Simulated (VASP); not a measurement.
# Pb (Fm-3m) in VASP: notebook, part 2 of 2

VASP 6.6.1.

### Step 3. Relaxation of cell and atoms, PBE

This run uses another cell than the first one, of 29.41 Å³/atom, 0.922 times its volume.

File INCAR:

```
SYSTEM = Pb
PREC = Accurate
ENCUT = 600
EDIFF = 1E-6
ISMEAR = -1
SIGMA = 0.05
LREAL = .False.
LASPH = .True.
NELM = 60
ALGO = Normal
ISIF = 3
LWAVE = .False.
LCHARG = .False.
GGA = PE
IBRION = 2
NSW = 100
EDIFFG = -0.005
```

File KPOINTS:

```
Automatic mesh
0
Gamma
  11 11 11
  0 0 0
```

File POSCAR:

```
Pb
1.0
    0.0000000000      2.4500180886      2.4500180886
    2.4500180886      0.0000000000      2.4500180886
    2.4500180886      2.4500180886      0.0000000000
Pb
1
Direct
    0.0000000000      0.0000000000      0.0000000000
```

Potentials or basis: VASP PAW PBE potentials, release 64 (Pb_d).

Started as:

```bash
cat potpaw_PBE.64/Pb_d/POTCAR > POTCAR
mpirun -np 1 vasp_std > vasp.out
```

OUTCAR:

```text
SYSTEM = Pb
   PREC = Accurate
   ENCUT = 600
   EDIFF = 1E-6
   ISMEAR = -1
   LREAL = .False.
   LASPH = .True.
   NELM = 60
   ISIF = 3
   GGA = PE
   IBRION = 2
   NSW = 100
   EDIFFG = -0.005

 ion  position               nearest neighbor table
   1  0.000  0.000  0.000-

  LATTYP: Found a face centered cubic cell.
 ALAT       =     4.9000361772

  Lattice vectors:

 A1 = (   0.0000000000,   2.4500180886,   2.4500180886)
 A2 = (   2.4500180886,   0.0000000000,   2.4500180886)
 A3 = (   2.4500180886,   2.4500180886,   0.0000000000)

Analysis of symmetry for initial positions (statically):
[... 5 lines left out ...]
 face centered cubic supercell.

 Subroutine GETGRP returns: Found 48 space group operations
 (whereof 48 operations were pure point group operations)
 out of a pool of 48 trial point group operations.

The static configuration has the point symmetry O_h .

Analysis of symmetry for dynamics (positions and initial velocities):
[... 5 lines left out ...]
 face centered cubic supercell.

 Subroutine GETGRP returns: Found 48 space group operations
 (whereof 48 operations were pure point group operations)
 out of a pool of 48 trial point group operations.

The dynamic configuration has the point symmetry O_h .

 Subroutine INISYM returns: Found 48 space group operations
 (whereof 48 operations are pure point group operations),
 and found     1 'primitive' translations

[... 129 lines left out ...]

--------------------------------------- Ionic step        1  -------------------------------------------

 number of electron      13.9999999 magnetization

 Free energy of the ion-electron system (eV)
  ---------------------------------------------------
  ext. energy  EPLUGINS =         0.00000000
  ---------------------------------------------------
  free energy    TOTEN  =        -3.53976364 eV

  energy without entropy =       -3.53657401  energy(sigma->0) =       -3.53816882

 E-fermi :   7.7431     XC(G=0): -10.3326

 val. band max:        7.4566826032   @ k =  -0.4545   0.3636   0.0000
 cond. band min:       7.7568777988   @ k =   0.2727   0.0000   0.0000
 fundamental gap:      0.3001951956
 Fermi energy:         7.7431079906

 k-point     1 :       0.0000    0.0000    0.0000
  band No.  band energies     occupation
      1      -9.4716      2.00000
      2      -9.4716      2.00000
      3      -9.4716      2.00000
      4      -9.3182      2.00000
      5      -9.3182      2.00000
      6      -4.3376      2.00000
      7      15.2890      0.00000
      8      15.2890      0.00000
      9      15.2890      0.00000
     10      17.4091      0.00000
     11      19.3599      0.00000
[... 391 lines left out ...]
--------------------------------------- Ionic step        3  -------------------------------------------

 number of electron      14.0000003 magnetization

 Free energy of the ion-electron system (eV)
  ---------------------------------------------------
  ext. energy  EPLUGINS =         0.00000000
  ---------------------------------------------------
  free energy    TOTEN  =        -3.56684576 eV

  energy without entropy =       -3.56394778  energy(sigma->0) =       -3.56539677

 E-fermi :   6.7783     XC(G=0):  -9.9574

 val. band max:        6.7223133401   @ k =   0.3636   0.2727   0.0000
 cond. band min:       6.8104261766   @ k =   0.2727   0.0000   0.0000
 fundamental gap:      0.0881128365
 Fermi energy:         6.7783080786

 k-point     1 :       0.0000    0.0000    0.0000
  band No.  band energies     occupation
      1     -10.2885      2.00000
      2     -10.2885      2.00000
      3     -10.2885      2.00000
      4     -10.1684      2.00000
      5     -10.1684      2.00000
      6      -4.6829      2.00000
      7      13.7995      0.00000
      8      13.7995      0.00000
      9      13.7995      0.00000
     10      16.4856      0.00000
     11      17.4901      0.00000
[... 350 lines left out ...]
  FREE ENERGIE OF THE ION-ELECTRON SYSTEM (eV)
  ---------------------------------------------------
  free  energy   TOTEN  =        -3.5668457615 eV

  energy  without entropy=       -3.5639477775  energy(sigma->0) =       -3.56539677

 reached required accuracy - stopping structural energy minimisation
```

OSZICAR:

```text
N       E                     dE             d eps       ncg     rms          rms(c)
DAV:   1     0.105260559688E+03    0.10526E+03   -0.80443E+03  1243   0.167E+03
DAV:   2     0.112172067791E+01   -0.10414E+03   -0.10217E+03  1262   0.336E+02
DAV:   3    -0.343991815646E+01   -0.45616E+01   -0.45372E+01  1495   0.814E+01
DAV:   4    -0.354833326547E+01   -0.10842E+00   -0.10836E+00  1506   0.135E+01
[... 22 lines left out ...]
DAV:   4    -0.356678162715E+01   -0.25381E-04   -0.49064E-04  1262   0.245E-01    0.242E-02
DAV:   5    -0.356685292947E+01   -0.71302E-04   -0.25832E-04  1262   0.133E-01    0.117E-02
DAV:   6    -0.356684770039E+01    0.52291E-05   -0.10022E-05  1469   0.573E-02    0.239E-03
DAV:   7    -0.356684577295E+01    0.19274E-05   -0.18306E-06  1295   0.114E-02    0.542E-04
DAV:   8    -0.356684576148E+01    0.11467E-07   -0.26741E-08   646   0.153E-03
   3 F= -.35668458E+01 E0= -.35653968E+01  d E =-.270821E-01
```

CONTCAR:

```text
Pb
   1.00000000000000
     0.0000000000000000    2.5148929366959978    2.5148929366959978
     2.5148929366959978    0.0000000000000000    2.5148929366959978
     2.5148929366959978    2.5148929366959978   -0.0000000000000000
  Pb
     1
Direct
     0.0000000000000000    0.0000000000000000    0.0000000000000000

  0.00000000E+00  0.00000000E+00  0.00000000E+00
```

Wall time 18 s (1 thread of Intel Xeon 6975P-C (Granite Rapids), shared host); peak memory 0.17 GiB.

What came out:

```yaml
Free_energy: -3.5668 eV
Relaxed_volume: 31.81 Å³/atom
Relaxed_cell: a = 3.557 Å, b = 3.557 Å, c = 3.557 Å, α = 60.00°, β = 60.00°, γ = 60.00°
Space_group_after_relaxing_to_0.05_Å: Fm-3m (No. 225)
Energy_gained_by_relaxing: 27.1 meV/atom
Ionic_steps: 3
Pressure_after_relaxing: 0.0 GPa
Band_gap_on_the_k_mesh: zero (band 7 reaches 13.80 eV, above the bottom of band 8 at 5.40 eV)
```

The path:
```csv
step,energy change (eV),largest force (eV/Å),pressure (GPa),volume (Å³)
1,0.0000,0.0000,3.87,29.41
2,-0.0251,0.0000,-0.90,32.54
3,-0.0271,0.0000,0.02,31.81
```

Final structure:
```
Pb
1.0
     0.00000    2.51489    2.51489
     2.51489    0.00000    2.51489
     2.51489    2.51489    0.00000
Pb
1
Direct
  0.00000 0.00000 0.00000
```

Caveat: spin-orbit coupling is left out, which moves the levels of the heavy elements. PBE usually gives volumes a little too large and moduli too small.
